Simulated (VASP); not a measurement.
# C (Fm-3m) in VASP: a series of runs

The runs below take C through single point, with PBE.

Program: VASP 6.6.1. These are calculated values, not measurements. Logs are shortened: lines on timing, memory, paths and dates and some standing lists are left out, and cuts for length are marked.

## Step 1: The cell of the first run

Symmetry: Fm-3m, No. 225, cubic system. The conventional cell has a = 2.604 Å, b = 2.604 Å, c = 2.604 Å, α = 90.00°, β = 90.00°, γ = 90.00°. C (site symmetry m-3m) has 12 C at 1.84 Å within 2.4 Å.

## Step 2: Single point, PBE

INCAR

```
  ALGO = Normal
  EDIFF = 1E-6
  ENCUT = 520
  GGA = PE
  ISIF = 2
  ISMEAR = -1
  LASPH = T
  LCHARG = F
  LREAL = F
  LWAVE = F
  NBANDS = 8
  NELM = 100
  PREC = Accurate
  SIGMA = 0.08
```

KPOINTS

```
k-points
0
Gamma
  26 26 26
```

POSCAR

```
C
1.0
    0.0000000000      1.3020471614      1.3020471614
    1.3020471614      0.0000000000      1.3020471614
    1.3020471614      1.3020471614      0.0000000000
C
1
Direct
    0.0000000000      0.0000000000      0.0000000000
```

Potentials or basis: VASP PAW PBE potentials, release 64 (C).

Started as:

```
> cat potpaw_PBE.64/C/POTCAR > POTCAR
> mpirun -np 1 vasp_std > vasp.out
```

OUTCAR:

```text
EDIFF = 1E-6
   ENCUT = 520
   GGA = PE
   ISIF = 2
   ISMEAR = -1
   LASPH = T
   LREAL = F
   NELM = 100
   PREC = Accurate

 ion  position               nearest neighbor table
   1  0.000  0.000  0.000-

  LATTYP: Found a face centered cubic cell.
 ALAT       =     2.6040943228

  Lattice vectors:

 A1 = (   0.0000000000,   1.3020471614,   1.3020471614)
 A2 = (   1.3020471614,   0.0000000000,   1.3020471614)
 A3 = (   1.3020471614,   1.3020471614,   0.0000000000)

Analysis of symmetry for initial positions (statically):
=====================================================================
 Subroutine PRICEL returns:
 Original cell was already a primitive cell.

 Routine SETGRP: Setting up the symmetry group for a
 face centered cubic supercell.

 Subroutine GETGRP returns: Found 48 space group operations
 (whereof 48 operations were pure point group operations)
 out of a pool of 48 trial point group operations.

The static configuration has the point symmetry O_h .

Analysis of symmetry for dynamics (positions and initial velocities):
=====================================================================
 Subroutine PRICEL returns:
 Original cell was already a primitive cell.

 Routine SETGRP: Setting up the symmetry group for a
 face centered cubic supercell.

 Subroutine GETGRP returns: Found 48 space group operations
 (whereof 48 operations were pure point group operations)
 out of a pool of 48 trial point group operations.

The dynamic configuration has the point symmetry O_h .

 Subroutine INISYM returns: Found 48 space group operations
 (whereof 48 operations are pure point group operations),
 and found     1 'primitive' translations

----------------------------------------------------------------------------------------

                                     Primitive cell

  volume of cell :       4.4148

  direct lattice vectors                    reciprocal lattice vectors
     0.000000000  1.302047161  1.302047161    -0.384010668  0.384010668  0.384010668
     1.302047161  0.000000000  1.302047161     0.384010668 -0.384010668  0.384010668
     1.302047161  1.302047161  0.000000000     0.384010668  0.384010668 -0.384010668

  length of vectors
     1.841372755  1.841372755  1.841372755     0.665125987  0.665125987  0.665125987

  position of ions in fractional coordinates (direct lattice)
     0.000000000  0.000000000  0.000000000

[... 70 lines left out ...]
   LNONCOLLINEAR =      F non collinear calculations
   LSORBIT =      F    spin-orbit coupling
   LASPH  =      T    aspherical Exc in radial PAW
   ENCUT  =  520.0 eV  38.22 Ry    6.18 a.u.   3.42  3.42  3.42*2*pi/ulx,y,z
   NELM   =    100;   NELMIN=  2; NELMDL= -5     # of ELM steps
   EDIFF  = 0.1E-05   stopping-criterion for ELM
   LREAL  =      F    real-space projection
   EDIFFG = 0.1E-04   stopping-criterion for IOM
   NSW    =      0    number of steps for IOM
   IBRION =     -1    ionic relax: 0-MD 1-quasi-New 2-CG
   NFREE  =      0    steps in history (QN), initial steepest desc. (CG)
   ISIF   =      2    stress and relaxation
   ISYM   =      2    0-nonsym 1-usesym 2-fastsym
   POTIM  = 0.5000    time-step for ionic-motion
   TEBEG  =    0.0;   TEEND  =   0.0 temperature during run
   PSTRESS=    0.0 pullay stress
   NELECT =       4.0000    total number of electrons
   NUPDOWN=      -1.0000    fix difference up-down
   EMIN   =  10.00;   EMAX   =-10.00  energy-range for DOS
   EFERMI =   0.00;   METHOD = LEGACY
   ISMEAR =    -1;   SIGMA  =   0.08  broadening in eV -4-tet -1-fermi 0-gaus
   EFERMI_NEDOS =   21; number of points for ismear=-14 and -15
   IALGO  =     38    algorithm
   IMIX   =      4    mixing-type and parameters
     AMIX     =   0.40;   BMIX     =  1.00
     AMIX_MAG =   1.60;   BMIX_MAG =  1.00
  volume/ion in A,a.u.               =       4.41        29.79
  Fermi-wavevector in a.u.,A,eV,Ry     =   1.584132  2.993576 34.143482  2.509475
  Thomas-Fermi vector in A             =   2.683797
   LORBIT       =      0    0 simple, 1 ext, 2 COOP (PROOUT), +10 PAW based schemes
   GGA     = PE    functional components
   LHFCALC =     F    Hartree Fock is set to
   AEXX    =    0.0000 exact exchange contribution
   IVDW    =     0    specifies the selected vdW correction
   LEPSILON=     F    determine dielectric tensor
   LRPA    =     F    only Hartree local field effects (RPA)
 non-spin polarized calculation
  energy-cutoff  :      520.00
  volume of cell :        4.41
 maximum number of plane-waves:       129
 NGX is ok and might be reduce to    14
   NGX =  7   NGY =  7   NGZ =  7

 number of electron       4.0000000 magnetization

 Free energy of the ion-electron system (eV)
  ---------------------------------------------------
  ext. energy  EPLUGINS =         0.00000000
  ---------------------------------------------------
  free energy    TOTEN  =        -3.49760834 eV

  energy without entropy =       -3.49194452  energy(sigma->0) =       -3.49477643

 E-fermi :  16.2574     XC(G=0): -15.2380

 val. band max:       16.2469145714   @ k =   0.4615   0.3462   0.0000
 cond. band min:      16.2613197726   @ k =   0.5000   0.3077   0.0000
 fundamental gap:      0.0144052012
 Fermi energy:        16.2574158164

 k-point     1 :       0.0000    0.0000    0.0000
  band No.  band energies     occupation
      1     -10.9372      2.00000
      2      28.8062      0.00000
      3      28.8062      0.00000
      4      28.8062      0.00000
      5      53.6018      0.00000
      6      53.6018      0.00000
      7      53.6018      0.00000
      8      58.9775      0.00000
[... 243 lines left out ...]
 k-point    24 :       0.3846    0.0385    0.0000
  band No.  band energies     occupation
      1      -3.4250      2.00000
      2      10.5244      2.00000
      3      25.6642      0.00000
      4      26.2742      0.00000
      5      48.9054      0.00000
      6      50.7333      0.00000
      7      51.7727      0.00000
      8      55.5899      0.00000

 [... further k-points ...]
[... 5 lines left out ...]
  --------------------------------------------------------------------------------------
  -------------------------------------------------------------------------------------
  Total        5.2332228      5.2332228      5.2332228      0.0000000     -0.0000000      0.0000000
  in kB     1899.1954561   1899.1954561   1899.1954561      0.0000000     -0.0000000      0.0000000
  external PRESSURE =    1899.1954561 kB  Pullay stress =       0.0000000 kB

 VOLUME and BASIS-vectors are now :
 -----------------------------------------------------------------------------
  energy-cutoff  :      520.00
  volume of cell :        4.41
      direct lattice vectors                 reciprocal lattice vectors
     0.000000000  1.302047161  1.302047161    -0.384010668  0.384010668  0.384010668
     1.302047161  0.000000000  1.302047161     0.384010668 -0.384010668  0.384010668
     1.302047161  1.302047161  0.000000000     0.384010668  0.384010668 -0.384010668

 POSITION                                       TOTAL-FORCE (eV/Angst)
 -----------------------------------------------------------------------------------
      0.00000      0.00000      0.00000         0.000000      0.000000      0.000000
 -----------------------------------------------------------------------------------
    total drift:                               -0.000000     -0.000000     -0.000000

  FREE ENERGIE OF THE ION-ELECTRON SYSTEM (eV)
  ---------------------------------------------------
  free  energy   TOTEN  =        -3.4976083398 eV

  energy  without entropy=       -3.4919445240  energy(sigma->0) =       -3.49477643
```

OSZICAR:

```text
N       E                     dE             d eps       ncg     rms          rms(c)
DAV:   1    -0.241923843574E+01   -0.24192E+01   -0.28245E+03  9528   0.521E+02
DAV:   2    -0.350019832414E+01   -0.10810E+01   -0.10351E+01 10744   0.262E+01
DAV:   3    -0.350164805261E+01   -0.14497E-02   -0.14492E-02  9328   0.951E-01
DAV:   4    -0.350164815685E+01   -0.10424E-06   -0.10530E-06 11424   0.732E-03
DAV:   5    -0.350164815856E+01   -0.17073E-08   -0.25855E-11  9480   0.225E-05    0.215E+00
DAV:   6    -0.349854462668E+01    0.31035E-02   -0.17665E-03  9584   0.314E-01    0.131E+00
DAV:   7    -0.349761639520E+01    0.92823E-03   -0.27826E-03  9832   0.415E-01    0.633E-02
DAV:   8    -0.349760849486E+01    0.79003E-05   -0.28943E-05  8704   0.405E-02    0.709E-03
DAV:   9    -0.349760833980E+01    0.15506E-06   -0.11604E-06  9296   0.811E-03
   1 F= -.34976083E+01 E0= -.34947764E+01  d E =-.566382E-02
```

Run time: 3.9 s. Hardware: 1 thread of Intel Xeon 6975P-C (Granite Rapids), shared host; peak memory 0.11 GiB.

What came out:

```yaml
Free_energy: -3.4976 eV
Pressure: 189.9 GPa
Band_gap_on_the_k_mesh: zero (band 2 reaches 28.81 eV, above the bottom of band 3 at 12.42 eV)
```

[end of part 1 of 2]
